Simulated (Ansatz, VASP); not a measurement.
## Fe in VASP and in Ansatz

File INCAR:

```
SYSTEM = Fe
PREC = Accurate
ENCUT = 600
EDIFF = 1E-6
ISMEAR = -1
SIGMA = 0.1
LREAL = .False.
LASPH = .True.
NELM = 200
ALGO = Normal
ISIF = 2
LWAVE = .False.
LCHARG = .False.
ISPIN = 2
MAGMOM = 2.94
LORBIT = 11
LMAXMIX = 4
GGA = PE
NBANDS = 14
GGA_COMPAT = .False.
```

KPOINTS

```
regular mesh
0
Gamma
  8 8 8
  0 0 0
```

File POSCAR:

```
Fe
1.0
   -1.4897070000      1.4897070000      1.4897070000
    1.4897070000     -1.4897070000      1.4897070000
    1.4897070000      1.4897070000     -1.4897070000
Fe
1
Direct
    0.0000000000      0.0000000000      0.0000000000
```

Input for Ansatz:

```yaml
crystal:
  lattice:
    - [-1.489707, 1.489707, 1.489707]
    - [1.489707, -1.489707, 1.489707]
    - [1.489707, 1.489707, -1.489707]
  atoms:
    - { symbol: Fe, position: [0, 0, 0] }
kpoints:
  mp_grid: { grid: [8, 8, 8], shift: [0, 0, 0] }
hamiltonian:
  xc: pbe
  pseudopotentials: { kind: nc }
scf:
  occupations: { method: fermi_dirac }
magnetization:
  spin_polarized: true
```

Alike in both runs: task single point; functional PBE; k mesh 8 × 8 × 8; collinear spin.

```csv
,VASP,Ansatz
version,VASP 6.6.1,Ansatz 0.2 development build
potentials or method,"VASP PAW PBE potentials, release 64 (Fe)",scalar-relativistic
plane-wave cutoff (eV),600,1225
occupations,"fermi-dirac, width 0.1 eV",fermi-dirac
```

|  | VASP | Ansatz | Ansatz less VASP |
| --- | --- | --- | --- |
| net moment per atom (μB) | 2.60 | 2.59 | -0.006 |
| size of the moment on the site where the two differ most (μB) | 2.63 | 2.67 | +0.044 |

Site moments also hang on the region over which each program counts them. Ansatz's warnings: negative dielectric reading.

The k mesh is coarse, so the values compare programs but aren't converged.
